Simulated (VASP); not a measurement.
## O: relaxation of shape and atoms at fixed volume with PBE+D3(BJ)

Crystal: O.

```xyz
2
Lattice="1.6845 0.9726 3.7446 -1.6845 0.9726 3.7446 0.0000 -1.9452 3.7446" Properties=species:S:1:pos:R:3 pbc="T T T"
O     0.0000    0.0000   10.6315
O     0.0000    0.0000    0.6024
```

```json
{
 "Program": "VASP 6.6.1",
 "Task": "relaxation of shape and atoms at fixed volume",
 "Functional": "PBE",
 "Dispersion": "D3(BJ)",
 "Potentials or basis": "VASP PAW PBE potentials, release 64 (O)",
 "Cutoff": "600 eV",
 "k mesh": "9 × 9 × 9",
 "Occupations": "gaussian, width 0.02 eV",
 "Spin": "collinear spin, ferromagnetic start",
 "Starting moments": "[0.61, 0.61] μB",
 "Dipole correction": "no",
 "Further INCAR settings": "ALGO = Normal; EDIFF = 1e-07; IBRION = 2; EDIFFG = -0.01; NSW = 50; ISIF = 4"
}
```

```
Pressure after relaxing                               : 0.2 GPa
Band gap on the k mesh                                : 1.38 eV (least direct gap 1.42 eV)
Net moment                                            : 2.00 μB per cell
Site moments                                          : O +0.81 μB
Valence electrons inside the program's atomic spheres : O 4.89
Dispersion energy per atom                            : -0.043 eV
```

Stress tensor (GPa, compression positive):
```
0.23 0.00 0.00
0.00 0.23 0.00
0.00 0.00 0.12
```

Final structure:
```cif
data_structure
_symmetry_space_group_name_H-M 'P 1'
_symmetry_Int_Tables_number 1
_cell_length_a 4.1854
_cell_length_b 4.1854
_cell_length_c 4.1854
_cell_angle_alpha 47.771
_cell_angle_beta 47.771
_cell_angle_gamma 47.771
_cell_volume 36.81
loop_
_atom_site_label
_atom_site_type_symbol
_atom_site_fract_x
_atom_site_fract_y
_atom_site_fract_z
_atom_site_occupancy
O1 O 0.94446 0.94446 0.94446 1
O2 O 0.05554 0.05554 0.05554 1
```

Levels at points of the mesh, in eV from the valence-band top:
Spin up:
| k point | band 3 | band 4 | band 5 | band 6 | band 7 | band 8 | band 9 | band 10 | band 11 |
| --- | --- | --- | --- | --- | --- | --- | --- | --- | --- |
| (0.00, 0.00, 0.00) | -7.36 | -6.31 | -6.31 | -0.15 | -0.15 | 6.83 | 10.31 | 14.25 | 16.04 |
Spin down:
| k point | band 3 | band 4 | band 5 | band 6 | band 7 | band 8 |
| --- | --- | --- | --- | --- | --- | --- |
| (0.00, 0.00, 0.00) | -6.53 | -4.36 | -4.36 | 2.23 | 2.23 | 7.24 |

Wall time 15 min on 1 thread of Oxide Virtual Turin-like Processor, with other jobs on the host, peak memory 0.24 GiB.

Caveat: the standard files for N, O and F lose accuracy on very short bonds. A k mesh can miss the band edges.
